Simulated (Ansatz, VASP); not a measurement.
# One calculation of Be3Te4, two programs

```xyz
7
Lattice="3.8499 0.0002 -0.0003 0.0002 3.8510 0.0019 -0.0149 0.0050 12.5397" Properties=species:S:1:pos:R:3 pbc="T T T"
Be    1.9251    1.9243    2.9440
Be    1.9095    1.9323    9.5979
Be   -0.0143    3.8565   12.5418
Te    1.9254   -0.0025    4.3885
Te   -0.0157    1.9321    8.1517
Te    1.9104    3.8567   11.0935
Te    0.0004    1.9250    1.4487
```

Change from the starting cell: cell x1, atoms moved at random (sigma 0.05 Å) and cell strained at random (1.5 %), then relaxed without symmetry.

Alike in both runs: functional PBE; k mesh 6 × 6 × 2; occupations gaussian, width 0.2 eV; no spin polarisation.

Ansatz relaxed the structure, and its values are those at the end. VASP's run is a single point on that final structure, the one shown.

|  | VASP | Ansatz |
| --- | --- | --- |
| version | VASP 6.6.1 | Ansatz 0.2.0 |
| potentials or method | VASP PAW PBE potentials, release 64 (Be, Te), cutoff 520 eV | scalar-relativistic, plane waves, PAW |
| valence electrons in the cell | 30 | 70 |

```csv
,VASP,Ansatz,Ansatz less VASP
gap on the k mesh at the Fermi level (eV),none,none,-
pressure (GPa),0.1,0.0,-0.10
rms of the force components (eV/Å),0.011,0.007,-0.0035
```

A gap of «none» marks a metal or a gap that the smearing closes. The functional is the same, so the differences come from potentials, cutoffs and numerics. VASP's potentials hold 30 valence electrons a cell and Ansatz's 70, so a difference there can come from the potentials and not from the codes.

Spin-orbit coupling is off throughout.
